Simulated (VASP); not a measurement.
# Ir3O2 (P-3m1) in VASP: single point with PBE

Aim: the single point of Ir3O2 with PBE.

Everything below comes from runs of VASP 6.6.1. Logs are shortened: lines on timing, memory, paths and dates and some standing lists are left out, and cuts for length are marked.

## (1) The cell of the first run

Symmetry: P-3m1, No. 164, trigonal system. Conventional cell: a = 3.666 Å, b = 3.666 Å, c = 5.635 Å, α = 90.00°, β = 90.00°, γ = 120.00°. Ir (site symmetry -3m) has 6 Ir at 2.55 Å and 6 O at 3.05 Å within 3.4 Å. Within 2.7 Å of Ir (site symmetry 3m) lie 4 O at 2.02 to 2.25 Å and 3 Ir at 2.55 Å. Within 2.7 Å of O (site symmetry 3m) lie 4 Ir at 2.02 to 2.25 Å and 3 O at 2.46 Å.

## (2) Single point, PBE

INCAR reads:

```
SYSTEM = Ir3O2
PREC = Accurate
ENCUT = 700
EDIFF = 1E-6
ISMEAR = 0
SIGMA = 0.1
LREAL = .FALSE.
LASPH = .TRUE.
NELM = 120
ALGO = Normal
ISIF = 2
LWAVE = .FALSE.
LCHARG = .FALSE.
GGA = PE
NBANDS = 40
GGA_COMPAT = .FALSE.
```

KPOINTS reads:

```
Automatic mesh
0
G
  6 6 4
  0 0 0
```

POSCAR reads:

```
Ir3O2
1.0
    3.6656462566      0.0000000000      0.0000000000
   -1.8328231283      3.1745427795      0.0000000000
    0.0000000000      0.0000000000      5.6347354016
Ir O
3 2
Direct
    0.0000000000      0.0000000000      0.0000000000
    0.3333333333      0.6666666667      0.7471377564
    0.6666666667      0.3333333333      0.2528622436
    0.3333333333      0.6666666667      0.3887321288
    0.6666666667      0.3333333333      0.6112678712
```

Potentials or basis: VASP PAW PBE potentials, release 64 (Ir_sv_GW, O).

The run is started by

```sh
> cat potpaw_PBE.64/Ir_sv_GW/POTCAR potpaw_PBE.64/O/POTCAR > POTCAR
> mpirun -np 1 vasp_std > vasp.out
```

OUTCAR:

```text
SYSTEM = Ir3O2
   PREC = Accurate
   ENCUT = 700
   EDIFF = 1E-6
   ISMEAR = 0
   LREAL = .FALSE.
   LASPH = .TRUE.
   NELM = 120
   ISIF = 2
   GGA = PE

 ion  position               nearest neighbor table
   1  0.000  0.000  0.000-   2 2.55   3 2.55   2 2.55   3 2.55   3 2.55   2 2.55
   2  0.333  0.667  0.747-   4 2.02   5 2.25   5 2.25   5 2.25   1 2.55   1 2.55   1 2.55
   3  0.667  0.333  0.253-   5 2.02   4 2.25   4 2.25   4 2.25   1 2.55   1 2.55   1 2.55
   4  0.333  0.667  0.389-   2 2.02   3 2.25   3 2.25   3 2.25
   5  0.667  0.333  0.611-   3 2.02   2 2.25   2 2.25   2 2.25

  LATTYP: Found a hexagonal cell.
 ALAT       =     3.6656462566
 C/A-ratio  =     1.5371738043

  Lattice vectors:

 A1 = (   3.6656462566,   0.0000000000,   0.0000000000)
 A2 = (  -1.8328231283,   3.1745427795,   0.0000000000)
 A3 = (   0.0000000000,   0.0000000000,   5.6347354016)

Analysis of symmetry for initial positions (statically):
=====================================================================
 Subroutine PRICEL returns:
 Original cell was already a primitive cell.

 Routine SETGRP: Setting up the symmetry group for a
 hexagonal supercell.

 Subroutine GETGRP returns: Found 12 space group operations
 (whereof 12 operations were pure point group operations)
 out of a pool of 24 trial point group operations.

The static configuration has the point symmetry D_3d.

Analysis of symmetry for dynamics (positions and initial velocities):
=====================================================================
 Subroutine PRICEL returns:
 Original cell was already a primitive cell.

 Routine SETGRP: Setting up the symmetry group for a
 hexagonal supercell.

 Subroutine GETGRP returns: Found 12 space group operations
 (whereof 12 operations were pure point group operations)
 out of a pool of 24 trial point group operations.

The dynamic configuration has the point symmetry D_3d.

 Subroutine INISYM returns: Found 12 space group operations
 (whereof 12 operations are pure point group operations),
 and found     1 'primitive' translations

----------------------------------------------------------------------------------------

                                     Primitive cell

  volume of cell :      65.5700

  direct lattice vectors                    reciprocal lattice vectors
     3.665646257  0.000000000  0.000000000     0.272803192  0.157502996  0.000000000
    -1.832823128  3.174542779  0.000000000     0.000000000  0.315005993  0.000000000
     0.000000000  0.000000000  5.634735402     0.000000000  0.000000000  0.177470623

  length of vectors
     3.665646257  3.665646257  5.634735402     0.315005993  0.315005993  0.177470623

  position of ions in fractional coordinates (direct lattice)
     0.000000000  0.000000000  0.000000000
     0.333333333  0.666666667  0.747137756
     0.666666667  0.333333333  0.252862244
     0.333333333  0.666666667  0.388732129
     0.666666667  0.333333333  0.611267871

  ion indices of the primitive-cell ions
   primitive index   ion index
                 1           1
                 2           2
                 3           3
                 4           4
                 5           5

----------------------------------------------------------------------------------------

 KPOINTS: Automatic mesh

Automatic generation of k-mesh.
 Grid dimensions read from file:
 generate k-points for:    6    6    4

 Generating k-lattice:

  Cartesian coordinates                     Fractional coordinates (reciprocal lattice)
     0.045467199  0.026250499  0.000000000     0.166666667 -0.000000000  0.000000000
     0.000000000  0.052500999  0.000000000     0.000000000  0.166666667  0.000000000
     0.000000000  0.000000000  0.044367656     0.000000000  0.000000000  0.250000000

  Length of vectors
     0.052500999  0.052500999  0.044367656

  Shift w.r.t. Gamma in fractional coordinates (k-lattice)
     0.000000000  0.000000000  0.000000000

 Subroutine IBZKPT returns following result:
 ===========================================

 Found     24 irreducible k-points:

 Following reciprocal coordinates:
            Coordinates               Weight
  0.000000  0.000000  0.000000      1.000000
  0.166667 -0.000000  0.000000      6.000000
  0.333333 -0.000000  0.000000      6.000000
  0.500000 -0.000000  0.000000      3.000000
  0.166667  0.166667  0.000000      6.000000
  0.333333  0.166667  0.000000     12.000000
[... 16 lines left out ...]
  0.333333  0.166667  0.500000     12.000000
  0.333333  0.333333  0.500000      2.000000
   k-points           NKPTS =     24   k-points in BZ     NKDIM =     24   number of bands    NBANDS=     40
   number of dos      NEDOS =    301   number of ions     NIONS =      5
   total plane-waves  NPLWV =  51200
   dimension x,y,z NGX =    32 NGY =   32 NGZ =   50
   dimension x,y,z NGXF=    64 NGYF=   64 NGZF=  100
   ions per type =               3   2
   NGX,Y,Z   is equivalent  to a cutoff of  14.51, 14.51, 14.75 a.u.
   NGXF,Y,Z  is equivalent  to a cutoff of  29.03, 29.03, 29.50 a.u.
 SYSTEM =  Ir3O2
   PREC   = accura    normal or accurate (medium, high low for compatibility)
   ISTART =      0    job   : 0-new  1-cont  2-samecut
   ICHARG =      2    charge: 1-file 2-atom 10-const
   ISPIN  =      1    spin polarized calculation?
   LNONCOLLINEAR =      F non collinear calculations
   LSORBIT =      F    spin-orbit coupling
   LASPH  =      T    aspherical Exc in radial PAW
   ENCUT  =  700.0 eV  51.45 Ry    7.17 a.u.   7.91  7.91 12.16*2*pi/ulx,y,z
   NELM   =    120;   NELMIN=  2; NELMDL= -5     # of ELM steps
   EDIFF  = 0.1E-05   stopping-criterion for ELM
   LREAL  =      F    real-space projection
   EDIFFG = 0.1E-04   stopping-criterion for IOM
   NSW    =      0    number of steps for IOM
   IBRION =     -1    ionic relax: 0-MD 1-quasi-New 2-CG
   NFREE  =      0    steps in history (QN), initial steepest desc. (CG)
   ISIF   =      2    stress and relaxation
   ISYM   =      2    0-nonsym 1-usesym 2-fastsym
   POTIM  = 0.5000    time-step for ionic-motion
   TEBEG  =    0.0;   TEEND  =   0.0 temperature during run
   PSTRESS=    0.0 pullay stress
   NELECT =      63.0000    total number of electrons
   NUPDOWN=      -1.0000    fix difference up-down
   EMIN   =  10.00;   EMAX   =-10.00  energy-range for DOS
   EFERMI =   0.00;   METHOD = LEGACY
   ISMEAR =     0;   SIGMA  =   0.10  broadening in eV -4-tet -1-fermi 0-gaus
   EFERMI_NEDOS =   21; number of points for ismear=-14 and -15
   IALGO  =     38    algorithm
   IMIX   =      4    mixing-type and parameters
     AMIX     =   0.40;   BMIX     =  1.00
     AMIX_MAG =   1.60;   BMIX_MAG =  1.00
  volume/ion in A,a.u.               =      13.11        88.50
  Fermi-wavevector in a.u.,A,eV,Ry     =   1.615424  3.052709 35.505702  2.609595
  Thomas-Fermi vector in A             =   2.710174
   LORBIT       =      0    0 simple, 1 ext, 2 COOP (PROOUT), +10 PAW based schemes
   GGA     = PE    functional components
   LHFCALC =     F    Hartree Fock is set to
   AEXX    =    0.0000 exact exchange contribution
   IVDW    =     0    specifies the selected vdW correction
   LEPSILON=     F    determine dielectric tensor
   LRPA    =     F    only Hartree local field effects (RPA)
 non-spin polarized calculation
 Gauss-broadening in eV      SIGMA  =   0.10
  energy-cutoff  :      700.00
  volume of cell :       65.57
 maximum number of plane-waves:      2781
   NGX = 15   NGY = 15   NGZ = 25

 number of electron      62.9999999 magnetization

 Free energy of the ion-electron system (eV)
  ---------------------------------------------------
  ext. energy  EPLUGINS =         0.00000000
  ---------------------------------------------------
  free energy    TOTEN  =       -36.50394534 eV

  energy without entropy =      -36.48207047  energy(sigma->0) =      -36.49300791

 E-fermi :   8.4187     XC(G=0): -12.8724

 val. band max:        8.3769132618   @ k =   0.3333  -0.0000   0.5000
 cond. band min:       8.4544342757   @ k =   0.3333   0.1667   0.0000
 fundamental gap:      0.0775210139
 Fermi energy:         8.4186701428

 k-point     1 :       0.0000    0.0000    0.0000
  band No.  band energies     occupation
      1     -84.2444      2.00000
      2     -84.2374      2.00000
      3     -83.7637      2.00000
      4     -41.2763      2.00000
      5     -41.2739      2.00000
      6     -41.0125      2.00000
[... 32 lines left out ...]
     39      19.6735      0.00000
     40      19.6804      0.00000

 k-point     2 :       0.1667   -0.0000    0.0000
  band No.  band energies     occupation
      1     -84.2430      2.00000
      2     -84.2374      2.00000
      3     -83.7650      2.00000
      4     -41.3002      2.00000
      5     -41.2709      2.00000
      6     -41.0285      2.00000
[... 32 lines left out ...]
     39      17.4871      0.00000
     40      19.1773      0.00000

 k-point     3 :       0.3333   -0.0000    0.0000
  band No.  band energies     occupation
      1     -84.2400      2.00000
      2     -84.2374      2.00000
      3     -83.7674      2.00000
      4     -41.3402      2.00000
      5     -41.2554      2.00000
      6     -41.0567      2.00000
[... 32 lines left out ...]
     39      17.0884      0.00000
     40      18.0213      0.00000

 k-point     4 :       0.5000   -0.0000    0.0000
  band No.  band energies     occupation
      1     -84.2380      2.00000
      2     -84.2379      2.00000
      3     -83.7686      2.00000
      4     -41.3563      2.00000
      5     -41.2429      2.00000
      6     -41.0806      2.00000
[... 32 lines left out ...]
     39      17.1424      0.00000
     40      17.6233      0.00000
[... 772 lines left out ...]
     39      15.4711      0.00000
     40      18.8556      0.00000

 k-point    23 :       0.3333    0.1667    0.5000
  band No.  band energies     occupation
      1     -84.2383      2.00000
      2     -84.2377      2.00000
      3     -83.7686      2.00000
      4     -41.3382      2.00000
      5     -41.2814      2.00000
      6     -41.0761      2.00000
[... 32 lines left out ...]
     39      14.7237      0.00000
     40      17.7918      0.00000

 k-point    24 :       0.3333    0.3333    0.5000
  band No.  band energies     occupation
      1     -84.2377      2.00000
      2     -84.2377      2.00000
      3     -83.7693      2.00000
      4     -41.3200      2.00000
      5     -41.3200      2.00000
      6     -41.0675      2.00000
[... 32 lines left out ...]
     39      15.5143      0.00000
     40      18.0980      0.00000

------------------------ aborting loop because EDIFF is reached ----------------------------------------

  FORCE on cell =-STRESS in cart. coord.  units (eV):
  Direction    XX          YY          ZZ          XY          YZ          ZX
  --------------------------------------------------------------------------------------
  -------------------------------------------------------------------------------------
  Total       -0.1640685     -0.1640685     -0.0903959      0.0000000      0.0000000      0.0000000
  in kB       -4.0089501     -4.0089501     -2.2087879      0.0000000      0.0000000      0.0000000
  external PRESSURE =      -3.4088960 kB  Pullay stress =       0.0000000 kB

 VOLUME and BASIS-vectors are now :
 -----------------------------------------------------------------------------
  energy-cutoff  :      700.00
  volume of cell :       65.57
      direct lattice vectors                 reciprocal lattice vectors
     3.665646257  0.000000000  0.000000000     0.272803192  0.157502996  0.000000000
    -1.832823128  3.174542779  0.000000000     0.000000000  0.315005993  0.000000000
     0.000000000  0.000000000  5.634735402     0.000000000  0.000000000  0.177470623

 POSITION                                       TOTAL-FORCE (eV/Angst)
 -----------------------------------------------------------------------------------
      0.00000      0.00000      0.00000         0.000000      0.000000     -0.000000
     -0.00000      2.11636      4.20992         0.000000     -0.000000      0.037904
      1.83282      1.05818      1.42481        -0.000000      0.000000     -0.037904
     -0.00000      2.11636      2.19040         0.000000      0.000000     -0.032249
      1.83282      1.05818      3.44433         0.000000      0.000000      0.032249
 -----------------------------------------------------------------------------------
    total drift:                               -0.000000      0.000000     -0.000000

  FREE ENERGIE OF THE ION-ELECTRON SYSTEM (eV)
  ---------------------------------------------------
  free  energy   TOTEN  =       -36.5039453435 eV

  energy  without entropy=      -36.4820704670  energy(sigma->0) =      -36.49300791
```

Wall time 1.8 min (1 thread of Intel Xeon Platinum 8259CL at 2.50GHz (Skylake/Cascade Lake), shared host); peak memory 0.26 GiB.

Results:

```
Free energy            : -36.5039 eV
Pressure               : -0.3 GPa
Largest force          : 0.038 eV/Å
Band gap on the k mesh : zero (an odd number of electrons rules out a gap without spin polarisation)
```

Forces on the atoms (eV/Å):
```
Ir   0.000  0.000  0.000
Ir   0.000  0.000  0.038
Ir   0.000  0.000 -0.038
O    0.000  0.000 -0.032
O    0.000  0.000  0.032
```

Caveat: spin-orbit coupling is left out, which moves the levels of the heavy elements; an odd number of electrons without spin polarisation forces a metal; a magnetic or distorted state may lie lower.

The gap in the log of VASP goes by the Fermi energy; the results here count the filled bands.